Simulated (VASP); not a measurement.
# AlP (v.bA) (F-43m) in VASP: further runs

Runs on AlP (v.bA). Level: PBE. Tasks: single point, relaxation of cell and atoms.

Everything below comes from runs of VASP 6.6.1. Logs are shortened: lines on timing, memory, paths and dates and some standing lists are left out, and cuts for length are marked.

## 1. The cell of the first run

It takes space group F-43m (No. 216, cubic). Conventional cell: a = 5.507 Å, b = 5.507 Å, c = 5.507 Å, α = 90.00°, β = 90.00°, γ = 90.00°. Al (site symmetry -43m) has 4 P at 2.38 Å within 3.1 Å. P (site symmetry -43m) has 4 Al at 2.38 Å within 3.1 Å.

## 2. Single point, PBE

Input file INCAR:

```
PREC = Accurate
ENCUT = 500
EDIFF = 1E-6
ISMEAR = 0
SIGMA = 0.02
LREAL = False
LASPH = True
NELM = 120
ALGO = Normal
ISIF = 2
LWAVE = False
LCHARG = False
GGA = PE
NBANDS = 11
GGA_COMPAT = False
```

Input file KPOINTS:

```
regular mesh
0
Gamma
  8 8 8
```

Input file POSCAR:

```
AlP
1.0
    0.0000000000      2.7534771646      2.7534771646
    2.7534771646      0.0000000000      2.7534771646
    2.7534771646      2.7534771646      0.0000000000
Al P
1 1
Direct
    0.0000000000      0.0000000000      0.0000000000
    0.2500000000      0.2500000000      0.2500000000
```

Potentials or basis: VASP PAW PBE potentials, release 64 (Al, P).

The run is started by

```
$ cat potpaw_PBE.64/Al/POTCAR potpaw_PBE.64/P/POTCAR > POTCAR
$ mpirun -np 1 vasp_std > vasp.out
```

OUTCAR:

```text
PREC = Accurate
   ENCUT = 500
   EDIFF = 1E-6
   ISMEAR = 0
   LREAL = False
   LASPH = True
   NELM = 120
   ISIF = 2
   GGA = PE

 ion  position               nearest neighbor table
   1  0.000  0.000  0.000-   2 2.38   2 2.38   2 2.38   2 2.38
   2  0.250  0.250  0.250-   1 2.38   1 2.38   1 2.38   1 2.38

  LATTYP: Found a face centered cubic cell.
 ALAT       =     5.5069543292

  Lattice vectors:

 A1 = (   0.0000000000,   2.7534771646,   2.7534771646)
 A2 = (   2.7534771646,   0.0000000000,   2.7534771646)
 A3 = (   2.7534771646,   2.7534771646,   0.0000000000)

Analysis of symmetry for initial positions (statically):
=====================================================================
 Subroutine PRICEL returns:
 Original cell was already a primitive cell.

 Routine SETGRP: Setting up the symmetry group for a
 face centered cubic supercell.

 Subroutine GETGRP returns: Found 24 space group operations
 (whereof 24 operations were pure point group operations)
 out of a pool of 48 trial point group operations.

The static configuration has the point symmetry T_d .

Analysis of symmetry for dynamics (positions and initial velocities):
=====================================================================
 Subroutine PRICEL returns:
 Original cell was already a primitive cell.

 Routine SETGRP: Setting up the symmetry group for a
 face centered cubic supercell.

 Subroutine GETGRP returns: Found 24 space group operations
 (whereof 24 operations were pure point group operations)
 out of a pool of 48 trial point group operations.

The dynamic configuration has the point symmetry T_d .

 Subroutine INISYM returns: Found 24 space group operations
 (whereof 24 operations are pure point group operations),
 and found     1 'primitive' translations

----------------------------------------------------------------------------------------

                                     Primitive cell

  volume of cell :      41.7517

  direct lattice vectors                    reciprocal lattice vectors
     0.000000000  2.753477165  2.753477165    -0.181588577  0.181588577  0.181588577
     2.753477165  0.000000000  2.753477165     0.181588577 -0.181588577  0.181588577
     2.753477165  2.753477165  0.000000000     0.181588577  0.181588577 -0.181588577

  length of vectors
     3.894004750  3.894004750  3.894004750     0.314520641  0.314520641  0.314520641

  position of ions in fractional coordinates (direct lattice)
     0.000000000  0.000000000  0.000000000
     0.250000000  0.250000000  0.250000000

  ion indices of the primitive-cell ions
   primitive index   ion index
                 1           1
                 2           2

----------------------------------------------------------------------------------------

 KPOINTS: regular mesh

Automatic generation of k-mesh.
 Grid dimensions read from file:
 generate k-points for:    8    8    8

 Generating k-lattice:

  Cartesian coordinates                     Fractional coordinates (reciprocal lattice)
    -0.022698572  0.022698572  0.022698572     0.125000000  0.000000000  0.000000000
     0.022698572 -0.022698572  0.022698572     0.000000000  0.125000000  0.000000000
     0.022698572  0.022698572 -0.022698572     0.000000000  0.000000000  0.125000000

  Length of vectors
     0.039315080  0.039315080  0.039315080

  Shift w.r.t. Gamma in fractional coordinates (k-lattice)
     0.000000000  0.000000000  0.000000000

 Subroutine IBZKPT returns following result:
 ===========================================

 Found     29 irreducible k-points:

 Following reciprocal coordinates:
            Coordinates               Weight
  0.000000  0.000000  0.000000      1.000000
  0.125000  0.000000  0.000000      8.000000
  0.250000  0.000000  0.000000      8.000000
  0.375000  0.000000  0.000000      8.000000
  0.500000  0.000000  0.000000      4.000000
  0.125000  0.125000  0.000000      6.000000
[... 16 lines left out ...]
  0.500000  0.250000  0.125000     48.000000
 -0.375000  0.250000  0.125000     24.000000
 [... further k-points ...]
   k-points           NKPTS =     29   k-points in BZ     NKDIM =     29   number of bands    NBANDS=     11
   number of dos      NEDOS =    301   number of ions     NIONS =      2
   total plane-waves  NPLWV =  21952
   dimension x,y,z NGX =    28 NGY =   28 NGZ =   28
   dimension x,y,z NGXF=    56 NGYF=   56 NGZF=   56
   ions per type =               1   1
   NGX,Y,Z   is equivalent  to a cutoff of  11.95, 11.95, 11.95 a.u.
   NGXF,Y,Z  is equivalent  to a cutoff of  23.91, 23.91, 23.91 a.u.
 SYSTEM =  unknown system
   PREC   = accura    normal or accurate (medium, high low for compatibility)
   ISTART =      0    job   : 0-new  1-cont  2-samecut
   ICHARG =      2    charge: 1-file 2-atom 10-const
   ISPIN  =      1    spin polarized calculation?
   LNONCOLLINEAR =      F non collinear calculations
   LSORBIT =      F    spin-orbit coupling
   LASPH  =      T    aspherical Exc in radial PAW
   ENCUT  =  500.0 eV  36.75 Ry    6.06 a.u.   7.10  7.10  7.10*2*pi/ulx,y,z
   NELM   =    120;   NELMIN=  2; NELMDL= -5     # of ELM steps
   EDIFF  = 0.1E-05   stopping-criterion for ELM
   LREAL  =      F    real-space projection
   EDIFFG = 0.1E-04   stopping-criterion for IOM
   NSW    =      0    number of steps for IOM
   IBRION =     -1    ionic relax: 0-MD 1-quasi-New 2-CG
   NFREE  =      0    steps in history (QN), initial steepest desc. (CG)
   ISIF   =      2    stress and relaxation
   ISYM   =      2    0-nonsym 1-usesym 2-fastsym
   POTIM  = 0.5000    time-step for ionic-motion
   TEBEG  =    0.0;   TEEND  =   0.0 temperature during run
   PSTRESS=    0.0 pullay stress
   NELECT =       8.0000    total number of electrons
   NUPDOWN=      -1.0000    fix difference up-down
   EMIN   =  10.00;   EMAX   =-10.00  energy-range for DOS
   EFERMI =   0.00;   METHOD = LEGACY
   ISMEAR =     0;   SIGMA  =   0.02  broadening in eV -4-tet -1-fermi 0-gaus
   EFERMI_NEDOS =   21; number of points for ismear=-14 and -15
   IALGO  =     38    algorithm
   IMIX   =      4    mixing-type and parameters
     AMIX     =   0.40;   BMIX     =  1.00
     AMIX_MAG =   1.60;   BMIX_MAG =  1.00
  volume/ion in A,a.u.               =      20.88       140.88
  Fermi-wavevector in a.u.,A,eV,Ry     =   0.943800  1.783524 12.119507  0.890759
  Thomas-Fermi vector in A             =   2.071543
   LORBIT       =      0    0 simple, 1 ext, 2 COOP (PROOUT), +10 PAW based schemes
   GGA     = PE    functional components
   LHFCALC =     F    Hartree Fock is set to
   AEXX    =    0.0000 exact exchange contribution
   IVDW    =     0    specifies the selected vdW correction
   LEPSILON=     F    determine dielectric tensor
   LRPA    =     F    only Hartree local field effects (RPA)
 non-spin polarized calculation
 Gauss-broadening in eV      SIGMA  =   0.02
  energy-cutoff  :      500.00
  volume of cell :       41.75
 maximum number of plane-waves:      1068
   NGX = 15   NGY = 15   NGZ = 15

 number of electron       8.0000001 magnetization

 Free energy of the ion-electron system (eV)
  ---------------------------------------------------
  ext. energy  EPLUGINS =         0.00000000
  ---------------------------------------------------
  free energy    TOTEN  =       -10.37677330 eV

  energy without entropy =      -10.37677330  energy(sigma->0) =      -10.37677330

 E-fermi :   4.4642     XC(G=0):  -9.1094

 val. band max:        4.3478848137   @ k =   0.0000   0.0000   0.0000
 cond. band min:       5.9770887537   @ k =   0.5000   0.5000   0.0000
 fundamental gap:      1.6292039401
 Fermi energy:         4.4642091984

 k-point     1 :       0.0000    0.0000    0.0000
  band No.  band energies     occupation
      1      -7.0120      2.00000
      2       4.3479      2.00000
      3       4.3479      2.00000
      4       4.3479      2.00000
      5       7.4348      0.00000
      6       8.8733      0.00000
      7       8.8733      0.00000
      8       8.8733      0.00000
      9      13.1532      0.00000
     10      13.1532      0.00000
     11      14.4610      0.00000

 k-point     2 :       0.1250    0.0000    0.0000
  band No.  band energies     occupation
      1      -6.8447      2.00000
      2       3.1327      2.00000
      3       4.2033      2.00000
      4       4.2033      2.00000
      5       7.9075      0.00000
      6       9.1500      0.00000
      7       9.1500      0.00000
      8       9.3382      0.00000
      9      12.6745      0.00000
     10      12.6745      0.00000
     11      15.1120      0.00000

 k-point     3 :       0.2500    0.0000    0.0000
  band No.  band energies     occupation
      1      -6.3749      2.00000
      2       1.2202      2.00000
      3       3.9150      2.00000
      4       3.9150      2.00000
      5       7.5714      0.00000
      6       9.4601      0.00000
      7       9.4601      0.00000
      8      11.1199      0.00000
      9      12.6447      0.00000
     10      12.6447      0.00000
     11      14.6228      0.00000

 k-point     4 :       0.3750    0.0000    0.0000
  band No.  band energies     occupation
      1      -5.7476      2.00000
      2      -0.3789      2.00000
      3       3.6837      2.00000
      4       3.6837      2.00000
      5       7.2015      0.00000
      6       9.2939      0.00000
      7       9.2939      0.00000
      8      12.4093      0.00000
      9      13.9970      0.00000
     10      13.9970      0.00000
     11      14.8191      0.00000

 k-point     5 :       0.5000    0.0000    0.0000
  band No.  band energies     occupation
      1      -5.3957      2.00000
      2      -1.0667      2.00000
      3       3.5996      2.00000
      4       3.5996      2.00000
      5       7.0669      0.00000
      6       9.1598      0.00000
      7       9.1598      0.00000
      8      12.5506      0.00000
      9      15.7973      0.00000
     10      15.7973      0.00000
     11      15.9738      0.00000
[... 211 lines left out ...]
 k-point    21 :       0.5000    0.5000    0.0000
  band No.  band energies     occupation
      1      -4.7585      2.00000
      2      -0.8738      2.00000
      3       2.2979      2.00000
      4       2.2979      2.00000
      5       5.9771      0.00000
      6       6.8227      0.00000
      7      15.1993      0.00000
      8      15.1993      0.00000
      9      16.1284      0.00000
     10      16.3363      0.00000
     11      16.3363      0.00000

 k-point    22 :       0.3750    0.2500    0.1250
  band No.  band energies     occupation
      1      -5.9779      2.00000
      2       0.8875      2.00000
      3       2.5044      2.00000
      4       3.4558      2.00000
      5       8.1788      0.00000
      6       9.0827      0.00000
      7       9.7671      0.00000
      8      11.0753      0.00000
      9      12.6045      0.00000
     10      15.0189      0.00000
     11      17.0801      0.00000

 k-point    23 :       0.5000    0.2500    0.1250
  band No.  band energies     occupation
      1      -5.4049      2.00000
      2      -0.1895      2.00000
      3       1.9479      2.00000
      4       3.0853      2.00000
      5       8.2734      0.00000
      6       9.0964      0.00000
      7      10.3184      0.00000
      8      11.3809      0.00000
      9      13.7161      0.00000
     10      15.5456      0.00000
     11      17.0415      0.00000

 k-point    24 :      -0.3750    0.2500    0.1250
  band No.  band energies     occupation
      1      -5.0943      2.00000
      2      -0.7264      2.00000
      3       1.8126      2.00000
      4       2.9045      2.00000
      5       8.2673      0.00000
      6       8.8449      0.00000
      7      11.1539      0.00000
      8      11.9689      0.00000
      9      13.2326      0.00000
     10      15.7035      0.00000
     11      16.9096      0.00000

 [... further k-points ...]

------------------------ aborting loop because EDIFF is reached ----------------------------------------

  FORCE on cell =-STRESS in cart. coord.  units (eV):
  Direction    XX          YY          ZZ          XY          YZ          ZX
  --------------------------------------------------------------------------------------
  -------------------------------------------------------------------------------------
  Total       -0.0143189     -0.0143189     -0.0143189      0.0000000     -0.0000000      0.0000000
  in kB       -0.5494735     -0.5494735     -0.5494735      0.0000000     -0.0000000      0.0000000
  external PRESSURE =      -0.5494735 kB  Pullay stress =       0.0000000 kB

 VOLUME and BASIS-vectors are now :
 -----------------------------------------------------------------------------
  energy-cutoff  :      500.00
  volume of cell :       41.75
      direct lattice vectors                 reciprocal lattice vectors
     0.000000000  2.753477165  2.753477165    -0.181588577  0.181588577  0.181588577
     2.753477165  0.000000000  2.753477165     0.181588577 -0.181588577  0.181588577
     2.753477165  2.753477165  0.000000000     0.181588577  0.181588577 -0.181588577

 POSITION                                       TOTAL-FORCE (eV/Angst)
 -----------------------------------------------------------------------------------
      0.00000      0.00000      0.00000         0.000000      0.000000     -0.000000
      1.37674      1.37674      1.37674        -0.000000     -0.000000      0.000000
 -----------------------------------------------------------------------------------
    total drift:                               -0.000000     -0.000000     -0.000000

  FREE ENERGIE OF THE ION-ELECTRON SYSTEM (eV)
  ---------------------------------------------------
  free  energy   TOTEN  =       -10.3767733048 eV

  energy  without entropy=      -10.3767733048  energy(sigma->0) =      -10.37677330
```

Wall time 4.9 s (1 thread of Intel Xeon 6975P-C (Granite Rapids), shared host); peak memory 0.15 GiB.

Results:

| Quantity | Value |
| --- | --- |
| Free energy | -10.3768 eV |
| Pressure | -0.1 GPa |
| Band gap on the k mesh | 1.63 eV, indirect (least direct gap 3.09 eV) |

Levels at points of the mesh, in eV from the valence-band top:
```
           k point  band 1  band 2  band 3  band 4  band 5  band 6  band 7  band 8  band 9
(0.00, 0.00, 0.00)  -11.36    0.00    0.00    0.00    3.09    4.53    4.53    4.53    8.81
(0.50, 0.00, 0.00)   -9.74   -5.41   -0.75   -0.75    2.72    4.81    4.81    8.20   11.45
(0.50, 0.50, 0.00)   -9.11   -5.22   -2.05   -2.05    1.63    2.47   10.85   10.85   11.78
```

A k mesh can miss the band edges. Expect the measured gap to be larger: semilocal functionals such as PBE lack the derivative discontinuity.

## 3. Relaxation of cell and atoms, PBE

This run uses another cell than the first one, of 20.46 Å³/atom, 0.980 times its volume.

Input file INCAR:

```
SYSTEM = AlP
ALGO = Normal
EDIFF = 1E-7
EDIFFG = -0.002
ENCUT = 500
GGA = PE
GGA_COMPAT = .FALSE.
IBRION = 2
ISIF = 3
ISMEAR = 0
LASPH = .TRUE.
LCHARG = .FALSE.
LREAL = .FALSE.
LWAVE = .FALSE.
NELM = 120
NELMIN = 4
NSW = 100
PREC = Accurate
SIGMA = 0.02
```

Input file KPOINTS:

```
k-points
0
G
  8 8 8
  0 0 0
```

Input file POSCAR:

```
AlP
1.0
    0.0000000000      2.7350000000      2.7350000000
    2.7350000000      0.0000000000      2.7350000000
    2.7350000000      2.7350000000      0.0000000000
Al P
1 1
Direct
    0.0000000000      0.0000000000      0.0000000000
    0.2500000000      0.2500000000      0.2500000000
```

Potentials or basis: VASP PAW PBE potentials, release 64 (Al, P).

The run is started by

```
$ cat potpaw_PBE.64/Al/POTCAR potpaw_PBE.64/P/POTCAR > POTCAR
$ mpirun -np 1 vasp_std > vasp.out
```

Run time: 10 s. Hardware: 1 thread of Intel Xeon 6975P-C (Granite Rapids), shared host; peak memory 0.15 GiB.

It converged, with:

```
Free energy                            : -10.3767 eV
Relaxed volume                         : 20.86 Å³/atom
Relaxed cell                           : a = 3.893 Å, b = 3.893 Å, c = 3.893 Å, α = 60.00°, β = 60.00°, γ = 60.00°
Space group after relaxing (to 0.05 Å) : F-43m (No. 216)
Energy gained by relaxing              : 2.1 meV/atom
Ionic steps                            : 3
Pressure after relaxing                : 0.0 GPa
Band gap on the k mesh                 : 1.63 eV, indirect (least direct gap 3.09 eV)
```

Step by step:
| step | energy change (eV) | largest force (eV/Å) | pressure (GPa) | volume (Å³) |
| --- | --- | --- | --- | --- |
| 1 | 0.0000 | 0.0000 | 1.68 | 40.92 |
| 2 | -0.0027 | 0.0000 | -0.92 | 42.20 |
| 3 | -0.0041 | 0.0000 | 0.00 | 41.72 |

Final structure:
```cif
data_structure
_symmetry_space_group_name_H-M 'P 1'
_symmetry_Int_Tables_number 1
_cell_length_a 3.8930
_cell_length_b 3.8930
_cell_length_c 3.8930
_cell_angle_alpha 60.000
_cell_angle_beta 60.000
_cell_angle_gamma 60.000
_cell_volume 41.72
loop_
_atom_site_label
_atom_site_type_symbol
_atom_site_fract_x
_atom_site_fract_y
_atom_site_fract_z
_atom_site_occupancy
Al1 Al 0.00000 0.00000 0.00000 1
P1 P 0.25000 0.25000 0.25000 1
```

Levels at points of the mesh, in eV from the valence-band top:
| k point | band 2 | band 3 | band 4 | band 5 | band 6 | band 7 |
| --- | --- | --- | --- | --- | --- | --- |
| (0.00, 0.00, 0.00) | 0.00 | 0.00 | 0.00 | 3.09 | 4.53 | 4.53 |
| (0.50, 0.00, 0.00) | -5.42 | -0.75 | -0.75 | 2.72 | 4.81 | 4.81 |
| (0.50, 0.50, 0.00) | -5.22 | -2.05 | -2.05 | 1.63 | 2.47 | 10.86 |

A k mesh can miss the band edges. As with any semilocal functional, this PBE gap is likely too small.
